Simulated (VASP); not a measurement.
Crystal: Au.

```xyz
2
Lattice="2.9000 0.0000 0.0000 -1.4500 2.5115 0.0000 0.0000 0.0000 4.8800" Properties=species:S:1:pos:R:3 pbc="T T T"
Au    0.0000    1.6743    3.6600
Au    1.4500    0.8372    1.2200
```

Base run:

- Program: VASP 6.6.1
- Functional: r2SCAN
- Potentials or basis: VASP PAW PBE potentials, release 64 (Au)
- Cutoff: 440 eV
- k mesh: 14 × 14 × 8
- Occupations: fermi-dirac, width 0.03 eV
- Spin: no spin polarisation

Its results: band gap on the k mesh zero (band 11 reaches 12.60 eV, above the bottom of band 12 at 5.84 eV); pressure -1.1 GPa.

Task: The run is repeated on the same cell with these changes: functional from r2SCAN to PBE; cutoff from 440 eV to 520 eV. What comes out?

Result: Band gap on the k mesh zero (band 11 reaches 12.56 eV, above the bottom of band 12 at 6.20 eV); pressure 1.8 GPa.

Caveats: spin-orbit coupling is left out, which moves the levels of the heavy elements; the PAW data sets were made with another functional, which shifts forces and pressure a little (some runs).
